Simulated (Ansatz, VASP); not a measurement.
BN: VASP beside Ansatz

```
B N
1.0
     0.00000    1.81300    1.81300
     1.81300    0.00000    1.81300
     1.81300    1.81300    0.00000
B N
1 1
Cartesian
  0.0619 -0.0619 0.0000
  2.7195 2.7195 2.7195
```

Change from the starting cell: all B atoms moved +0.087 Å, as atom 1 along Cartesian [1 -1 0].

Alike in both runs: task single point; functional PBE; k mesh 12 × 12 × 12; occupations gaussian, width 0.05 eV; no spin polarisation.

```csv
,VASP,Ansatz
version,VASP 6.6.1,Ansatz 0.2.0
potentials or method,"VASP PAW PBE potentials, release 64 (B, N), cutoff 520 eV","scalar-relativistic, plane waves, PAW"
valence electrons in the cell,8,8
```

Ansatz gave:

| Property | Result |
| --- | --- |
| gap on the k mesh at the Fermi level (eV) | 3.66 |
| least direct gap on the mesh (eV) | 7.57 |
| pressure (GPa) | 1.8 |
| traceless stress, the component that is largest in VASP (GPa) | -2.38 |
| rms of the force components (eV/Å) | 1.207 |

Which values does VASP return?

gap on the k mesh at the Fermi level (eV): 3.65; least direct gap on the mesh (eV): 7.57; pressure (GPa): 2.0; traceless stress, the component that is largest in VASP (GPa): -2.38; rms of the force components (eV/Å): 1.212.

Atom by atom the forces differ by 0.006 eV/Å (rms over components). With one functional, cell and mesh, what is left measures potentials, basis and numerics.
